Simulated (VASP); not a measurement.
The system is AlBN.

```
Al B N
1.0
     2.67652    0.00000    0.00000
     0.00000    2.67652    0.00000
     0.00000    0.00000    4.97462
Al B N
1 1 1
Direct
  0.50000 0.50000 0.00000
  0.50000 0.50000 0.50000
  0.00000 0.00000 0.00000
```

| Property | Result |
| --- | --- |
| Program | VASP 6.6.1 |
| Task | relaxation of cell and atoms |
| Functional | PBE |
| Potentials or basis | VASP PAW PBE potentials, release 64 (Al, B, N) |
| Cutoff | 600 eV |
| k mesh | 18 × 18 × 10 |
| Occupations | gaussian, width 0.1 eV |
| Spin | no spin polarisation |

At the start: pressure -0.1 GPa; volume 11.88 Å³/atom.

Question: How do energy, volume and symmetry change on relaxing?

Answer: Over 11 steps the energy falls by 5.0 meV/atom and the volume is 12.57 Å³/atom (+5.8 %); space group P4/mmm (No. 123, to 0.05 Å).

The path:
```tsv
step	energy change (eV)	largest force (eV/Å)	pressure (GPa)	volume (Å³)
1	0.0000	0.0000	-0.12	35.64
2	-0.0017	0.0000	0.55	35.59
3	-0.0022	0.0000	1.94	35.50
4	-0.0024	0.0000	1.40	35.53
5	-0.0032	0.0000	1.36	35.61
6	-0.0055	0.0000	1.22	35.83
7	-0.0094	0.0000	0.98	36.28
8	-0.0139	0.0000	0.82	37.17
9	-0.0142	0.0000	0.82	37.54
10	-0.0143	0.0000	-0.79	37.89
11	-0.0149	0.0000	0.01	37.72
```

Final structure:
```
Al B N
1.0
     2.64555    0.00000    0.00000
     0.00000    2.64555    0.00000
     0.00000    0.00000    5.38898
Al B N
1 1 1
Direct
  0.50000 0.50000 0.00000
  0.50000 0.50000 0.50000
  0.00000 0.00000 0.00000
```
